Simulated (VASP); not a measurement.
A run of VASP 6.6.1 is set up as follows.

Contents of INCAR:

```
SYSTEM = W
ALGO = Normal
EDIFF = 1E-6
ENCUT = 520
GGA = CA
ISIF = 2
ISMEAR = 0
LASPH = .TRUE.
LCHARG = .TRUE.
LELF = .TRUE.
LREAL = .FALSE.
LVHAR = .TRUE.
LWAVE = .FALSE.
NBANDS = 13
NELM = 100
PREC = Accurate
SIGMA = 0.15
```

KPOINTS

```
k-points
0
G
  20 20 20
  0 0 0
```

The input POSCAR:

```
W
1.0
    0.0000000000      1.7255000000      2.0300000000
    2.0300000000      0.0000000000      2.0300000000
    2.0300000000      1.7255000000      0.0000000000
W
1
Direct
    0.0000000000      0.0000000000      0.0000000000
```

Potentials or basis: VASP PAW LDA potentials, release 64 (W_sv).

Run with:

```console
$ cat potpaw_LDA.64/W_sv/POTCAR > POTCAR
$ mpirun -np 1 vasp_std > vasp.out
```

Task: What does it give for the pressure?

Result: 38.8 GPa.

Task: Estimate the band gap on the k mesh.

Result: Zero (band 7 reaches 18.48 eV, above the bottom of band 8 at 11.80 eV).

Stress tensor (GPa, compression positive):
```
51.96  0.00  0.00
 0.00 12.48  0.00
 0.00  0.00 51.96
```

Caveat: the cell differs from its parent crystal (strain -0.1500 x Voigt [0, 1, 0, 0, 0, 0]); spin-orbit coupling is left out, which moves the levels of the heavy elements.
